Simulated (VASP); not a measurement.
Runs of VASP 6.6.1 on CdF2. The structure is that of space group R-3m (No. 166), or close to it. The cells are those of the table. 

| cell | gap on the mesh (eV) | pressure (GPa) | largest force (eV/Å) |
| --- | --- | --- | --- |
| a = 4.077 Å, angles 52.2°, 3 atoms | 2.98 | 4.3 | 0.27 |
| a = 3.723 Å, angles 63.2°, 3 atoms | 2.94 | 1.3 | 0.25 |
| a = 3.394 Å, 3 atoms | 6.00 | 164.7 | (b) |
| a = 3.631 Å, angles 67.3°, 3 atoms | 2.97 | 5.0 | (a) |
| a = 3.420 Å, angles 82.7°, 3 atoms | 4.63 | 69.0 | 14.07 |
| a = 3.494 Å, angles 75.3°, 3 atoms | 3.51 | 25.1 | 4.42 |
| a = 5.238 Å, angles 33.6°, 3 atoms | 3.30 | 24.6 | 1.07 |
| a = 4.799 Å, angles 38.9°, 3 atoms | 3.27 | 19.6 | 0.90 |
| a = 4.376 Å, angles 45.7°, 3 atoms | 3.14 | 11.2 | 0.52 |
| a = 3.914 Å, angles 56.6°, 3 atoms | 2.94 | 1.3 | 0.14 |

Alike in all rows: task single point; level PBEsol; potentials or basis VASP PAW PBE potentials, release 64 (Cd, F); no spin polarisation; k mesh 8 × 8 × 8; cutoff (eV) 520; smearing gaussian 0.05 eV.

**Question.** Estimate the missing entries.

**Answer.** (a) 0.87; (b) 39.48.

Caveats: the PAW data sets were made with another functional, which shifts forces and pressure a little.

A k mesh can miss the band edges, and the runs leave out spin-orbit coupling on Cd.
